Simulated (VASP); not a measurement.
Here is a VASP 6.6.1 calculation.

INCAR

```
SYSTEM = AgCl
PREC = Accurate
ENCUT = 520
EDIFF = 1E-7
ISMEAR = 0
SIGMA = 0.05
LREAL = .False.
LASPH = .True.
NELM = 60
ALGO = Normal
ISIF = 2
LWAVE = .False.
LCHARG = .True.
LELF = .True.
LVHAR = .True.
NBANDS = 16
```

Contents of KPOINTS:

```
Automatic mesh
0
Gamma
  10 10 10
  0 0 0
```

POSCAR

```
AgCl
1.0
    0.0000000000      2.6773114500      2.6773114500
    2.6773114500      0.0000000000      2.6773114500
    2.6773114500      2.6773114500      0.0000000000
Ag Cl
1 1
Direct
    0.5278030294      0.4721969706      0.5278030294
   -0.0845997951      0.0845997951     -0.0845997951
```

Potentials or basis: VASP PAW LDA potentials, release 64 (Ag, Cl).

The run is started by

```bash
$ cat potpaw_LDA.64/Ag/POTCAR potpaw_LDA.64/Cl/POTCAR > POTCAR
$ mpirun -np 1 vasp_std > vasp.out
```

Question: Estimate the largest force.

Answer: 4.603 eV/Å.

Question: What does it give for the pressure?

Answer: 13.5 GPa.

Question: What does it give for the band gap on the k mesh?

Answer: 1.13 eV, indirect (least direct gap 1.48 eV).

Forces on the atoms (eV/Å):
```
Ag   0.000 -4.603  0.000
Cl   0.000  4.603  0.000
```

Caveat: forces of over 1 eV/Å act on the atoms, so gaps and moduli don't describe the material at rest. Expect the measured gap to be larger: semilocal functionals such as LDA lack the derivative discontinuity.
